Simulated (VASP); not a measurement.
# PbS (F-43m) in VASP: notebook, part 2 of 2

VASP 6.6.1. The steps go on from the part before.

### Step 4. Single point, r2SCAN

This run uses another cell than the first one, of 35.96 Å³/atom, 1.042 times its volume.

The input, POSCAR:

```
PbS
1.0
    0.0000000000      3.3008065408      3.3008065408
    3.3008065408      0.0000000000      3.3008065408
    3.3008065408      3.3008065408      0.0000000000
Pb S
1 1
Direct
    0.0000000000      0.0000000000      0.0000000000
    0.2500000000      0.2500000000      0.2500000000
```

The input, INCAR.step1:

```
SYSTEM = PbS
ALGO = Normal ; EDIFF = 1E-4
ENCUT = 520 ; GGA = PE
ISMEAR = 0 ; LASPH = .TRUE.
LCHARG = .FALSE. ; LREAL = .FALSE.
LWAVE = .TRUE. ; NBANDS = 17
NELM = 100 ; PREC = Accurate
SIGMA = 0.05
```

The input, INCAR.step2:

```
SYSTEM = PbS
ALGO = Normal ; EDIFF = 1E-6
ENCUT = 520 ; ISIF = 2
ISMEAR = 0 ; ISTART = 1
LASPH = .TRUE. ; LCHARG = .FALSE.
LMIXTAU = .TRUE. ; LREAL = .FALSE.
LWAVE = .FALSE. ; METAGGA = R2SCAN
NBANDS = 17 ; NELM = 100
PREC = Accurate ; SIGMA = 0.05
```

The input, KPOINTS:

```
k-points
0
G
  6 6 6
  0 0 0
```

Potentials or basis: VASP PAW PBE potentials, release 64 (Pb_d, S).

Started as:

```sh
cat potpaw_PBE.64/Pb_d/POTCAR potpaw_PBE.64/S/POTCAR > POTCAR
cp INCAR.step1 INCAR
mpirun -np 1 vasp_std > vasp.out
cp INCAR.step2 INCAR
mpirun -np 1 vasp_std > vasp.out
```

OUTCAR:

```text
SYSTEM = PbS
   EDIFF = 1E-6
   ENCUT = 520
   ISIF = 2
   ISMEAR = 0
   ISTART = 1
   LASPH = .TRUE.
   LREAL = .FALSE.
   METAGGA = R2SCAN
   NELM = 100
   PREC = Accurate

 ion  position               nearest neighbor table
   1  0.000  0.000  0.000-   2 2.86   2 2.86   2 2.86   2 2.86
   2  0.250  0.250  0.250-   1 2.86   1 2.86   1 2.86   1 2.86

  LATTYP: Found a face centered cubic cell.
 ALAT       =     6.6016130816

  Lattice vectors:

 A1 = (   0.0000000000,   3.3008065408,   3.3008065408)
 A2 = (   3.3008065408,   0.0000000000,   3.3008065408)
 A3 = (   3.3008065408,   3.3008065408,   0.0000000000)

Analysis of symmetry for initial positions (statically):
=====================================================================
 Subroutine PRICEL returns:
 Original cell was already a primitive cell.

 Routine SETGRP: Setting up the symmetry group for a
 face centered cubic supercell.

 Subroutine GETGRP returns: Found 24 space group operations
 (whereof 24 operations were pure point group operations)
 out of a pool of 48 trial point group operations.

The static configuration has the point symmetry T_d .
[... 148 lines left out ...]
  free energy    TOTEN  =       -65.11225005 eV

  energy without entropy =      -65.11225005  energy(sigma->0) =      -65.11225005

 E-fermi :   2.8350     XC(G=0):  -8.4696

 val. band max:        2.5837395182   @ k =  -0.3333   0.5000   0.1667
 cond. band min:       3.6528014210   @ k =   0.5000   0.5000   0.0000
 fundamental gap:      1.0690619027
 Fermi energy:         2.8349884604

 k-point     1 :       0.0000    0.0000    0.0000
  band No.  band energies     occupation
      1     -14.5431      2.00000
      2     -14.5431      2.00000
      3     -14.5431      2.00000
      4     -14.5010      2.00000
      5     -14.5010      2.00000
      6     -10.5039      2.00000
[... 297 lines left out ...]
      4     -14.5064      2.00000
      5     -14.4944      2.00000
      6      -9.4512      2.00000
[... 9 lines left out ...]
     16      12.8857      0.00000
     17      12.8930      0.00000

------------------------ aborting loop because EDIFF is reached ----------------------------------------

  FORCE on cell =-STRESS in cart. coord.  units (eV):
  Direction    XX          YY          ZZ          XY          YZ          ZX
  --------------------------------------------------------------------------------------
  -------------------------------------------------------------------------------------
  Total       -0.0022600     -0.0022600     -0.0022600      0.0000000      0.0000000     -0.0000000
  in kB       -0.0503419     -0.0503419     -0.0503419      0.0000000      0.0000000     -0.0000000
  external PRESSURE =      -0.0503419 kB  Pullay stress =       0.0000000 kB

 VOLUME and BASIS-vectors are now :
 -----------------------------------------------------------------------------
  energy-cutoff  :      520.00
  volume of cell :       71.93
      direct lattice vectors                 reciprocal lattice vectors
     0.000000000  3.300806541  3.300806541    -0.151478129  0.151478129  0.151478129
     3.300806541  0.000000000  3.300806541     0.151478129 -0.151478129  0.151478129
     3.300806541  3.300806541  0.000000000     0.151478129  0.151478129 -0.151478129

 POSITION                                       TOTAL-FORCE (eV/Angst)
 -----------------------------------------------------------------------------------
      0.00000      0.00000      0.00000         0.000000     -0.000000     -0.000000
      1.65040      1.65040      1.65040        -0.000000      0.000000      0.000000
 -----------------------------------------------------------------------------------
    total drift:                                0.000000      0.000000      0.000000

  FREE ENERGIE OF THE ION-ELECTRON SYSTEM (eV)
  ---------------------------------------------------
  free  energy   TOTEN  =       -65.1122500471 eV

  energy  without entropy=      -65.1122500471  energy(sigma->0) =      -65.11225005
```

OSZICAR.step1:

```text
N       E                     dE             d eps       ncg     rms          rms(c)
DAV:   1     0.164948356136E+03    0.16495E+03   -0.93072E+03   544   0.113E+03
DAV:   2     0.441469965573E+01   -0.16053E+03   -0.15495E+03   595   0.298E+02
DAV:   3    -0.874499929663E+01   -0.13160E+02   -0.13077E+02   704   0.918E+01
DAV:   4    -0.909704359856E+01   -0.35204E+00   -0.35179E+00   692   0.182E+01
DAV:   5    -0.911205983285E+01   -0.15016E-01   -0.15015E-01   767   0.339E+00    0.497E+00
DAV:   6    -0.839867254477E+01    0.71339E+00   -0.21218E+00   825   0.899E+00    0.370E+00
DAV:   7    -0.839948204231E+01   -0.80950E-03   -0.19388E-01   573   0.210E+00    0.195E+00
DAV:   8    -0.840394378122E+01   -0.44617E-02   -0.19794E-02   618   0.151E+00    0.161E-01
DAV:   9    -0.840450243019E+01   -0.55865E-03   -0.64085E-03   694   0.576E-01    0.184E-01
DAV:  10    -0.840517257174E+01   -0.67014E-03   -0.91011E-04   563   0.201E-01    0.510E-02
DAV:  11    -0.840531838063E+01   -0.14581E-03   -0.22760E-04   638   0.121E-01    0.313E-02
DAV:  12    -0.840533388323E+01   -0.15503E-04   -0.37453E-05   489   0.657E-02
   1 F= -.84053339E+01 E0= -.84053339E+01  d E =-.217179E-14
```

It took 95 s on 1 thread of Intel Xeon Platinum 8375C at 2.90GHz (Ice Lake), shared host; peak memory 0.21 GiB.

Results:

* Free energy: -65.1123 eV
* Pressure: 0.0 GPa
* Band gap on the k mesh: 1.07 eV, indirect (least direct gap 1.44 eV)

Caveat: the PAW data sets were made with another functional, which shifts forces and pressure a little; spin-orbit coupling is left out, which moves the levels of the heavy elements. A k mesh can miss the band edges.

### Step 5. Single point, r2SCAN

This run uses another cell than the first one, of 35.96 Å³/atom, 1.042 times its volume.

POSCAR is that of step 4.

The input, INCAR.step1:

```
SYSTEM = PbS
  PREC = Accurate
  ENCUT = 520
  ISMEAR = 1
  SIGMA = 0.15
  LREAL = .False.
  LASPH = .True.
  NELM = 100
  NBANDS = 17
  GGA = PE
  ALGO = Normal
  EDIFF = 1E-4
  LWAVE = .True.
  LCHARG = .False.
```

The input, INCAR.step2:

```
SYSTEM = PbS
  PREC = Accurate
  ENCUT = 520
  EDIFF = 1E-7
  ISMEAR = 1
  SIGMA = 0.15
  LREAL = .False.
  LASPH = .True.
  NELM = 100
  ALGO = Normal
  ISIF = 2
  LWAVE = .False.
  LCHARG = .False.
  METAGGA = R2SCAN
  LMIXTAU = .True.
  NBANDS = 17
  ISTART = 1
```

The input, KPOINTS:

```
Automatic mesh
0
Gamma
  6 6 6
  0 0 0
```

Started as:

```sh
cat potpaw_PBE.64/Pb_d/POTCAR potpaw_PBE.64/S/POTCAR > POTCAR
cp INCAR.step1 INCAR
mpirun -np 1 vasp_std > vasp.out
cp INCAR.step2 INCAR
mpirun -np 1 vasp_std > vasp.out
```

Wall time 2 min (1 thread of Intel Xeon Platinum 8375C at 2.90GHz (Ice Lake), shared host); peak memory 0.21 GiB.

Results (log left out):

```
Free energy            : -65.1117 eV
Pressure               : 0.0 GPa
Band gap on the k mesh : 1.07 eV, indirect (least direct gap 1.44 eV)
```

Levels at points of the mesh, in eV from the valence-band top:
```
           k point  band 6  band 7  band 8  band 9  band 10  band 11  band 12  band 13  band 14  band 15
(0.00, 0.00, 0.00)  -13.09   -5.91   -1.73   -1.73    -1.73     2.85     2.85     2.85     5.53     9.21
(0.50, 0.00, 0.00)  -12.34   -7.81   -2.24   -2.24    -1.83     3.58     3.58     3.95     7.35     9.01
(0.50, 0.50, 0.00)  -12.04   -8.22   -2.95   -2.95    -0.37     1.07     5.58     5.58     6.38     9.16
```

Caveat: the PAW data sets were made with another functional, which shifts forces and pressure a little; spin-orbit coupling is left out, which moves the levels of the heavy elements. A k mesh can miss the band edges.

### Step 6. Single point, r2SCAN+D3(BJ)

This run uses another cell than the first one, of 35.96 Å³/atom, 1.042 times its volume.

POSCAR is that of step 5.

The input, INCAR.step1:

```
SYSTEM = PbS
PREC     = Accurate       ! precision mode
ENCUT    = 520            ! plane-wave cutoff, eV
ISMEAR   = -5             ! smearing method
SIGMA    = 0.1            ! smearing width, eV
LREAL    = .False.        ! projectors in reciprocal space
LASPH    = .True.         ! aspherical terms in the spheres
NELM     = 80             ! most SCF steps
NBANDS   = 17             ! bands
GGA      = PE             ! functional
ALGO     = Normal         ! electronic algorithm
EDIFF    = 1E-4           ! SCF threshold, eV
LWAVE    = .True.         ! write WAVECAR
LCHARG   = .False.        ! write CHGCAR
```

The input, INCAR.step2:

```
SYSTEM = PbS
PREC     = Accurate       ! precision mode
ENCUT    = 520            ! plane-wave cutoff, eV
EDIFF    = 1E-6           ! SCF threshold, eV
ISMEAR   = -5             ! smearing method
SIGMA    = 0.1            ! smearing width, eV
LREAL    = .False.        ! projectors in reciprocal space
LASPH    = .True.         ! aspherical terms in the spheres
NELM     = 80             ! most SCF steps
ALGO     = Normal         ! electronic algorithm
ISIF     = 2              ! what is computed and relaxed
LWAVE    = .False.        ! write WAVECAR
LCHARG   = .False.        ! write CHGCAR
METAGGA  = R2SCAN         ! meta-GGA
LMIXTAU  = .True.       
IVDW     = 12             ! dispersion correction
VDW_S6   = 1.0          
VDW_S8   = 0.78981345   
VDW_A1   = 0.49484001   
VDW_A2   = 5.73083694   
NBANDS   = 17             ! bands
ISTART   = 1
```

The input, KPOINTS:

```
regular mesh
0
Gamma
  6 6 6
  0 0 0
```

Potentials or basis: VASP PAW PBE potentials, release 64 (Pb_d, S).

Started as:

```sh
cat potpaw_PBE.64/Pb_d/POTCAR potpaw_PBE.64/S/POTCAR > POTCAR
cp INCAR.step1 INCAR
mpirun -np 1 vasp_std > vasp.out
cp INCAR.step2 INCAR
mpirun -np 1 vasp_std > vasp.out
```

Run time: 93 s. Hardware: 1 thread of Intel Xeon Platinum 8375C at 2.90GHz (Ice Lake), shared host; peak memory 0.22 GiB.

It converged, with:

| Quantity | Value |
| --- | --- |
| Free energy | -65.3617 eV |
| Pressure | -0.2 GPa |
| Band gap on the k mesh | 1.07 eV, indirect (least direct gap 1.44 eV) |
| Dispersion energy per atom | -0.125 eV |

Levels at points of the mesh, in eV from the valence-band top:
| k point | band 7 | band 8 | band 9 | band 10 | band 11 | band 12 | band 13 | band 14 |
| --- | --- | --- | --- | --- | --- | --- | --- | --- |
| (0.00, 0.00, 0.00) | -5.91 | -1.73 | -1.73 | -1.73 | 2.85 | 2.85 | 2.85 | 5.53 |
| (0.50, 0.00, 0.00) | -7.81 | -2.24 | -2.24 | -1.83 | 3.58 | 3.58 | 3.95 | 7.35 |
| (0.50, 0.50, 0.00) | -8.22 | -2.95 | -2.95 | -0.37 | 1.07 | 5.58 | 5.58 | 6.37 |

Caveat: the PAW data sets were made with another functional, which shifts forces and pressure a little; spin-orbit coupling is left out, which moves the levels of the heavy elements. A k mesh can miss the band edges.

### Step 7. The runs side by side

| level | cell | smearing | gap on the mesh (eV) | pressure (GPa) |
| --- | --- | --- | --- | --- |
| r2SCAN | a = 4.605 Å, angles 60.0°, 2 atoms | gaussian 0.05 eV | 0.97 | 1.7 |
| r2SCAN | a = 4.637 Å, angles 60.0°, 2 atoms | gaussian 0.05 eV | 1.02 | 0.8 |
| r2SCAN | a = 4.668 Å, angles 60.0°, 2 atoms | gaussian 0.05 eV | 1.07 | 0.0 |
| r2SCAN | a = 4.668 Å, angles 60.0°, 2 atoms | methfessel-paxton 0.15 eV | 1.07 | 0.0 |
| r2SCAN+D3(BJ) | a = 4.668 Å, angles 60.0°, 2 atoms | tetrahedron | 1.07 | -0.2 |

Alike in all rows: task single point; potentials or basis VASP PAW PBE potentials, release 64 (Pb_d, S); no spin polarisation; k mesh 6 × 6 × 6; cutoff (eV) 520.

Caveats: the PAW data sets were made with another functional, which shifts forces and pressure a little; spin-orbit coupling is left out, which moves the levels of the heavy elements.

Absolute energies hang on the potentials; compare differences alone.
